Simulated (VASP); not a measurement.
# Ti (P6/mmm) in VASP: notebook, part 2 of 2

VASP 6.6.1. The steps go on from the part before.

### Step 4. Relaxation of shape and atoms at fixed volume, PBE (18.86 Å³/atom)

This run uses another cell than the first one, of 18.86 Å³/atom.

Contents of INCAR:

```
PREC     = Accurate       # precision mode
ENCUT    = 600            # plane-wave cutoff, eV
EDIFF    = 1E-6           # SCF threshold, eV
ISMEAR   = 0              # smearing method
SIGMA    = 0.1            # smearing width, eV
LREAL    = False          # projectors in reciprocal space
LASPH    = True           # aspherical terms in the spheres
NELM     = 100            # most SCF steps
ALGO     = Fast           # electronic algorithm
ISIF     = 4              # what is computed and relaxed
LWAVE    = False          # write WAVECAR
LCHARG   = False          # write CHGCAR
GGA      = PE             # functional
IBRION   = 2              # ionic algorithm
NSW      = 50             # ionic steps
EDIFFG   = -0.01          # ionic threshold
```

Contents of KPOINTS:

```
Automatic mesh
0
Gamma
  12 12 16
```

Contents of POSCAR:

```
Ti
1.0
    4.7297178916      0.0000000000      0.0000000000
   -2.3648589458      4.0960558469      0.0000000000
    0.0000000000      0.0000000000      2.9201038856
Ti
3
Direct
    0.0000000000      0.0000000000      0.0000000000
    0.3333333333      0.6666666667      0.5000000000
    0.6666666667      0.3333333333      0.5000000000
```

Potentials or basis: VASP PAW PBE potentials, release 64 (Ti_sv).

Command:

```bash
$ cat potpaw_PBE.64/Ti_sv/POTCAR > POTCAR
$ mpirun -np 1 vasp_std > vasp.out
```

OUTCAR:

```text
PREC = Accurate
   ENCUT = 600
   EDIFF = 1E-6
   ISMEAR = 0
   LREAL = False
   LASPH = True
   NELM = 100
   ISIF = 4
   GGA = PE
   IBRION = 2
   NSW = 50
   EDIFFG = -0.01

 ion  position               nearest neighbor table
   1  0.000  0.000  0.000-
   2  0.333  0.667  0.500-   3 2.73   3 2.73   3 2.73
   3  0.667  0.333  0.500-   2 2.73   2 2.73   2 2.73

  LATTYP: Found a hexagonal cell.
 ALAT       =     4.7297178916
 C/A-ratio  =     0.6173949382

  Lattice vectors:

[... 840 lines left out ...]

  FORCE on cell =-STRESS in cart. coord.  units (eV):
  Direction    XX          YY          ZZ          XY          YZ          ZX
  --------------------------------------------------------------------------------------
  -------------------------------------------------------------------------------------
  Total       -3.2155449     -3.2155449     -3.2214531      0.0000000      0.0000000      0.0000000
  in kB      -91.0679898    -91.0679898    -91.2353165      0.0000000      0.0000000      0.0000000
  external PRESSURE =     -91.1237653 kB  Pullay stress =       0.0000000 kB

 VOLUME and BASIS-vectors are now :
 -----------------------------------------------------------------------------
  energy-cutoff  :      600.00
  volume of cell :       56.57
      direct lattice vectors                 reciprocal lattice vectors
     4.731517434  0.000000000  0.000000000     0.211348688  0.122022222  0.000000000
    -2.365758717  4.097614297  0.000000000     0.000000000  0.244044443  0.000000000
    -0.000000000  0.000000000  2.917883096     0.000000000  0.000000000  0.342714210

 POSITION                                       TOTAL-FORCE (eV/Angst)
 -----------------------------------------------------------------------------------
      4.73152      0.00000      0.00000         0.000000      0.000000      0.000000
     -0.00000      2.73174      1.45894         0.000000     -0.000000      0.000000
      2.36576      1.36587      1.45894        -0.000000      0.000000     -0.000000
 -----------------------------------------------------------------------------------
    total drift:                                0.000000      0.000000     -0.000000

  FREE ENERGIE OF THE ION-ELECTRON SYSTEM (eV)
  ---------------------------------------------------
  free  energy   TOTEN  =       -23.3701158932 eV

  energy  without entropy=      -23.3561763181  energy(sigma->0) =      -23.36314611

 reached required accuracy - stopping structural energy minimisation
```

CONTCAR:

```text
Ti
   1.00000000000000
     4.7315174343105726    0.0000000000000000    0.0000000000000000
    -2.3657587171552863    4.0976142965983895    0.0000000000000000
    -0.0000000000000000    0.0000000000000000    2.9178830959967148
  Ti
     3
Direct
     1.0000000000000000    0.0000000000000000    0.0000000000000000
     0.3333333332999970    0.6666666667000030    0.5000000000000000
     0.6666666667000030    0.3333333332999970    0.5000000000000000

  0.00000000E+00  0.00000000E+00  0.00000000E+00
  0.00000000E+00  0.00000000E+00  0.00000000E+00
  0.00000000E+00  0.00000000E+00  0.00000000E+00
```

Run time: 26 min. Hardware: 1 thread of Oxide Virtual Turin-like, shared host; peak memory 0.31 GiB.

Results:

- Free energy: -23.3701 eV
- Energy gained by relaxing: 0.0 meV/atom
- Ionic steps: 2
- Pressure after relaxing: -9.1 GPa
- Band gap on the k mesh: zero (bands 18 and 19 overlap by 0.21 eV)

Final structure:
```
Ti
1.0
     4.73152    0.00000    0.00000
    -2.36576    4.09761    0.00000
     0.00000    0.00000    2.91788
Ti
3
Direct
  0.00000 0.00000 0.00000
  0.33333 0.66667 0.50000
  0.66667 0.33333 0.50000
```

Levels at points of the mesh, in eV from the Fermi level:
| k point | band 16 | band 17 | band 18 | band 19 | band 20 | band 21 |
| --- | --- | --- | --- | --- | --- | --- |
| (0.00, 0.00, 0.00) | -0.68 | -0.58 | -0.58 | -0.06 | 0.61 | 1.17 |
| (0.50, 0.00, 0.00) | -0.32 | -0.31 | -0.29 | 0.09 | 0.47 | 0.84 |
| (0.00, 0.00, 0.50) | -1.71 | -1.40 | -1.40 | 0.97 | 0.97 | 1.10 |
| (0.50, 0.00, 0.50) | -0.98 | -0.65 | -0.55 | 0.37 | 0.69 | 0.74 |

### Step 5. The runs side by side

```tsv
task	cell	gap on the mesh (eV)	pressure (GPa)
relaxation of shape and atoms at fixed volume	relaxed from a = 4.533, b = 4.533, c = 2.803 Å, angles 90.0, 90.0, 120.0°, 3 atoms	none	3.3
relaxation of cell and atoms	relaxed from a = 4.579, b = 4.579, c = 2.835 Å, angles 90.0, 90.0, 120.0°, 3 atoms	none	0.0
relaxation of shape and atoms at fixed volume	relaxed from a = 4.730, b = 4.730, c = 2.920 Å, angles 90.0, 90.0, 120.0°, 3 atoms	none	-9.1
```

Alike in all rows: level PBE; potentials or basis VASP PAW PBE potentials, release 64 (Ti_sv); no spin polarisation; k mesh 12 × 12 × 16; cutoff (eV) 600; smearing gaussian 0.1 eV.

Total energies depend on the potentials used, so only differences within one code and one set of settings carry meaning.
